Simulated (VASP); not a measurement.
# Al12O: single point with PBE

The system is Al12O, a slab with vacuum.

```xyz
13
Lattice="5.7135 0.0000 0.0000 0.0000 5.7135 0.0000 0.0000 0.0000 19.6747" Properties=species:S:1:pos:R:3 pbc="T T T"
Al    1.4284    1.4284    4.0000
Al    1.4284    4.2851    4.0000
Al    4.2851    1.4284    4.0000
Al    4.2851    4.2851    4.0000
Al    0.0000    0.0000    6.0848
Al    0.0000    2.8568    6.0848
Al    2.8568    0.0000    6.0848
Al    2.8568    2.8568    6.0848
Al    1.4284    1.4284    8.1747
Al    1.4284    4.2851    8.1747
Al    4.2851    1.4284    8.1747
Al    4.2851    4.2851    8.1747
O     2.3806    2.3806    9.2086
```

- Program: VASP 6.6.1
- Task: single point
- Functional: PBE
- Potentials or basis: VASP PAW PBE potentials, release 64 (Al, O)
- Cutoff: 520 eV
- k mesh: 5 × 5 × 1
- Occupations: gaussian, width 0.1 eV
- Spin: no spin polarisation
- Dipole correction: yes
- Further INCAR settings: ALGO = Normal; EDIFF = 1e-06; NBANDS = 33

```
Largest force          : 1.627 eV/Å
Band gap on the k mesh : zero (band 21 reaches -0.05 eV, above the bottom of band 22 at -0.90 eV)
```

Forces in eV/Å, atoms in the order of the input:
```
Al   0.012  0.012  0.056
Al   0.005  0.014  0.063
Al   0.014  0.005  0.063
Al  -0.020 -0.020  0.031
Al  -0.048 -0.048 -0.199
Al   0.074  0.084  0.050
Al   0.084  0.074  0.050
Al   0.079  0.079 -0.190
Al  -1.066 -1.066 -0.611
Al   0.247 -0.506  0.371
Al  -0.506  0.247  0.371
Al   0.265  0.265 -0.071
O    0.859  0.859  0.016
```

Levels at points of the mesh, in eV from the Fermi level:
```csv
k point,band 18,band 19,band 20,band 21,band 22,band 23,band 24,band 25
"(0.00, 0.00, 0.00)",-1.56,-0.76,-0.56,-0.37,-0.29,-0.07,0.19,0.66
```

Wall time 3.5 min on 1 thread of Intel(R) Xeon(R) 6975P-C (Granite Rapids) (shared host), peak memory 0.61 GiB.
